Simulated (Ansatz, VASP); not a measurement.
C: VASP beside Ansatz

```
C
1.0
     0.00000    2.12700    3.34800
     1.22800    0.00000    3.34800
     1.22800    2.12700    0.00000
C
2
Direct
  0.20318 0.79682 0.03043
  0.83333 0.16667 0.83333
```

Alike in both runs: task single point; functional PBEsol; k mesh 14 × 14 × 14; occupations gaussian, width 0.05 eV; no spin polarisation.

```csv
,VASP,Ansatz
version,VASP 6.6.1,Ansatz 0.2.0
potentials or method,"VASP PAW PBE potentials, release 64 (C), cutoff 520 eV","scalar-relativistic, plane waves, PAW"
valence electrons in the cell,8,8
```

Ansatz gave:

| Property | Result |
| --- | --- |
| gap on the k mesh at the Fermi level (eV) | none |
| rms of the force components (eV/Å) | 6.524 |

Problem. Which values does VASP return?

Solution. gap on the k mesh at the Fermi level (eV): none; rms of the force components (eV/Å): 6.551.

VASP's potentials were made for PBE, not for PBEsol. Atom by atom the forces differ by 0.039 eV/Å (rms over components). A gap of «none» marks a metal or a gap that the smearing closes.
